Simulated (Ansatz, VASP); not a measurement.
VH2: VASP beside Ansatz

```xyz
3
Lattice="-1.6005 1.6005 2.0761 1.6005 -1.6005 2.0761 1.6005 1.6005 -2.0761" Properties=species:S:1:pos:R:3 pbc="T T T"
V     0.0000    0.0000    0.0000
H     0.0000    1.6005    1.0380
H     1.6005    0.0000    1.0380
```

Alike in both runs: task single point; functional PBEsol; k mesh 18 × 18 × 18; occupations gaussian, width 0.1 eV; no spin polarisation.

|  | VASP | Ansatz |
| --- | --- | --- |
| version | VASP 6.6.1 | Ansatz 0.2.0 |
| potentials or method | VASP PAW PBE potentials, release 64 (V_sv, H), cutoff 520 eV | scalar-relativistic, plane waves, PAW |
| valence electrons in the cell | 15 | 15 |

|  | VASP | Ansatz | Ansatz less VASP |
| --- | --- | --- | --- |
| gap on the k mesh at the Fermi level (eV) | none | none | - |
| pressure (GPa) | -22.5 | -22.4 | +0.06 |
| traceless stress, the component that is largest in VASP (GPa) | 8.35 | 8.38 | +0.025 |

VASP's potentials were made for PBE, not for PBEsol. A gap of «none» marks a metal or a gap that the smearing closes.
